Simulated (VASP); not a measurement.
Crystal: Te.

```xyz
2
Lattice="3.4905 0.0000 0.0000 -1.7453 3.0229 0.0000 0.0000 0.0000 6.1228" Properties=species:S:1:pos:R:3 pbc="T T T"
Te    0.0000    0.0000    4.7314
Te    0.0000    0.0000    1.3914
```

| Quantity | Value |
| --- | --- |
| Program | VASP 6.6.1 |
| Task | relaxation of cell and atoms |
| Functional | PBE |
| Potentials or basis | VASP PAW PBE potentials, release 64 (Te) |
| Cutoff | 600 eV |
| k mesh | 18 × 18 × 10 |
| Occupations | gaussian, width 0.1 eV |
| Spin | no spin polarisation |

At the start: pressure 0.2 GPa; volume 32.30 Å³/atom.

Task: How do energy, volume and symmetry change on relaxing?

Result: Over 22 steps the energy falls by 17.3 meV/atom and the volume is 31.09 Å³/atom (-3.7 %); space group P6/mmm (No. 191, to 0.05 Å).

The path:
```
step  energy change (eV)  largest force (eV/Å)  pressure (GPa)  volume (Å³)
   1              0.0000                0.1168            0.23        64.60
   2             -0.0009                0.0645           -0.28        65.03
   3             -0.0009                0.0675           -0.28        65.01
   4             -0.0020                0.0673           -0.26        64.83
   5             -0.0058                0.0962           -0.25        64.29
   6             -0.0164                0.1613           -0.01        63.22
   7             -0.0245                0.0068            1.28        61.12
   8             -0.0265                0.1041            0.56        62.03
   9             -0.0270                0.0750            0.75        61.76
  10             -0.0274                0.0670            0.76        61.73
  11             -0.0282                0.0435            0.79        61.64
  12             -0.0288                0.0049            0.88        61.47
  13             -0.0298                0.0058            0.77        61.57
  14             -0.0320                0.0080            0.46        61.86
  15             -0.0339                0.0115           -0.12        62.44
  16             -0.0339                0.0118           -0.16        62.49
  17             -0.0340                0.0116           -0.14        62.45
  18             -0.0343                0.0112           -0.06        62.32
  19             -0.0345                0.0103            0.10        62.06
  20             -0.0345                0.0104            0.09        62.09
  21             -0.0345                0.0094            0.04        62.14
  22             -0.0345                0.0085           -0.01        62.19
```

Final structure:
```yaml
crystal:
  lattice:
    - [3.41849, 0.00000, 0.00000]
    - [-1.70924, 2.96050, 0.00000]
    - [0.00000, 0.00000, 6.14457]
  atoms:
    - { symbol: Te, position: [0.00000, 0.00000, 0.74953] }
    - { symbol: Te, position: [0.00000, 0.00000, 0.25047] }
```
